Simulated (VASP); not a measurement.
**Au: single point with BLYP**

Au:

```xyz
2
Lattice="2.9798 0.0000 0.0000 -1.4899 2.5805 0.0000 0.0000 0.0000 5.0685" Properties=species:S:1:pos:R:3 pbc="T T T"
Au    0.0000    1.7204    1.2671
Au    1.4899    0.8602    3.8014
```

| Quantity | Value |
| --- | --- |
| Program | VASP 6.6.1 |
| Task | single point |
| Functional | BLYP |
| Potentials or basis | VASP PAW PBE potentials, release 64 (Au) |
| Cutoff | 520 eV |
| k mesh | 14 × 14 × 7 |
| Occupations | fermi-dirac, width 0.1 eV |
| Spin | no spin polarisation |

| Item | Value |
| --- | --- |
| Pressure | 0.6 GPa |
| Band gap on the k mesh | zero (band 11 reaches 10.96 eV, above the bottom of band 12 at 5.58 eV) |

Stress tensor (GPa, compression positive):
```
0.80 0.00 0.00
0.00 0.80 0.00
0.00 0.00 0.33
```

Levels at points of the mesh, in eV from the Fermi level:
```
           k point  band 7  band 8  band 9  band 10  band 11  band 12  band 13  band 14  band 15  band 16
(0.00, 0.00, 0.00)   -3.82   -3.19   -3.19    -2.15    -2.15    -0.46     1.83    14.95    15.44    16.76
(0.50, 0.00, 0.00)   -3.13   -2.00   -1.86    -1.73     0.44     1.29     5.31     6.24     6.84    10.06
```

Run time: 32 s on 1 thread of Intel(R) Xeon(R) Platinum 8488C (Sapphire Rapids), with other jobs on the host, peak memory 0.19 GiB.

Caveat: the PAW data sets were made with another functional, which shifts forces and pressure a little; spin-orbit coupling is left out, which moves the levels of the heavy elements.
